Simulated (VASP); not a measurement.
**CoO: relaxation of cell and atoms with PBE+U**

The system is CoO.

```xyz
2
Lattice="1.5367 0.8872 2.4735 -1.5367 0.8872 2.4735 0.0000 -1.7745 2.4735" Properties=species:S:1:pos:R:3 pbc="T T T"
Co    0.0000    0.0000    0.0000
O     0.0000    0.0000    3.7103
```

```yaml
Program: VASP 6.6.1
Task: relaxation of cell and atoms
Functional: PBE
Potentials_or_basis: VASP PAW PBE potentials, release 64 (Co, O)
Cutoff: 600 eV
k_mesh: 12 × 12 × 12
Occupations: gaussian, width 0.02 eV
Spin: collinear spin, ferromagnetic start
Starting_moments: "[2.88, 0.24] μB"
Hubbard_terms: Co d U = 3.32 eV
Dipole_correction: no
Further_INCAR_settings: ALGO = Normal; EDIFF = 1e-06; IBRION = 2; EDIFFG = -0.005; NSW = 100; ISIF = 3
```

The relaxed volume is 9.65 Å³/atom. The relaxed cell is a = 2.983 Å, b = 2.983 Å, c = 2.983 Å, α = 61.26°, β = 61.26°, γ = 61.26°. The space group after relaxing (to 0.1 Å) is Fm-3m (No. 225). The energy gained by relaxing is 11.9 meV/atom, the ionic steps are 9 and the pressure after relaxing is -0.1 GPa. The band gap on the k mesh is zero (filled and empty bands overlap) and the net moment is 3.00 μB per cell. The site moments are Co +2.73; O +0.25 μB and the valence electrons inside the program's atomic spheres are Co 7.80; O 5.00.

Step by step:
```tsv
step	energy change (eV)	largest force (eV/Å)	pressure (GPa)	volume (Å³)
1	0.0000	0.0000	-7.64	20.24
2	-0.0172	0.0000	4.51	18.86
3	-0.0233	0.0000	0.02	19.30
4	-0.0233	0.0000	-0.29	19.32
5	-0.0234	0.0000	-0.13	19.32
6	-0.0237	0.0000	-0.12	19.31
7	-0.0234	0.0000	-0.03	19.29
8	-0.0238	0.0000	-0.10	19.30
9	-0.0238	0.0000	-0.07	19.30
```

Final structure:
```yaml
crystal:
  lattice:
    - [1.51990, 0.87751, 2.41231]
    - [-1.51990, 0.87751, 2.41231]
    - [0.00000, -1.75503, 2.41231]
  atoms:
    - { symbol: Co, position: [0.00000, 0.00000, 0.00000] }
    - { symbol: O, position: [0.50000, 0.50000, 0.50000] }
```

Levels at points of the mesh, in eV from the Fermi level:
Spin up:
| k point | band 5 | band 6 | band 7 | band 8 | band 9 | band 10 | band 11 | band 12 | band 13 |
| --- | --- | --- | --- | --- | --- | --- | --- | --- | --- |
| (0.00, 0.00, 0.00) | -4.70 | -3.95 | -2.78 | -2.78 | -2.57 | 1.26 | 17.10 | 17.10 | 17.10 |
| (0.50, 0.00, 0.00) | -4.07 | -3.50 | -3.04 | -0.46 | -0.43 | 5.36 | 9.49 | 13.57 | 14.03 |
| (0.50, 0.50, 0.00) | -4.07 | -3.97 | -3.84 | -3.80 | -3.26 | 6.03 | 10.15 | 11.11 | 15.77 |
| (0.50, 0.50, 0.50) | -4.05 | -4.05 | -2.46 | -0.44 | -0.44 | 5.18 | 9.92 | 13.20 | 13.20 |
Spin down:
```
           k point  band 3  band 4  band 5  band 6  band 7  band 8  band 9  band 10
(0.00, 0.00, 0.00)   -2.29   -2.29   -2.10   -0.91   -0.91    1.50    1.50     1.81
(0.50, 0.00, 0.00)   -4.10   -3.95   -1.44   -0.03    0.55    3.79    3.92     5.65
(0.50, 0.50, 0.00)   -3.60   -3.39   -2.80   -0.52    0.26    2.10    2.36     7.01
(0.50, 0.50, 0.50)   -4.27   -4.27   -1.03    0.43    0.43    3.84    3.84     5.46
```

Eigenvalues of the final occupation matrices:
```
    site  spin  trace               eigenvalues
site 1 d     1   4.93  0.97 0.97 0.97 1.01 1.01
site 1 d     2   2.24  0.13 0.13 0.51 0.51 0.96
```

It took 2.5 min on 1 thread of Intel(R) Xeon(R) 6975P-C (Granite Rapids), with other jobs on the host, peak memory 0.24 GiB.

Caveat: a cell with one magnetic atom can't hold antiferromagnetic order, which such compounds often take. The state reached can hang on the start; a lower one may exist.
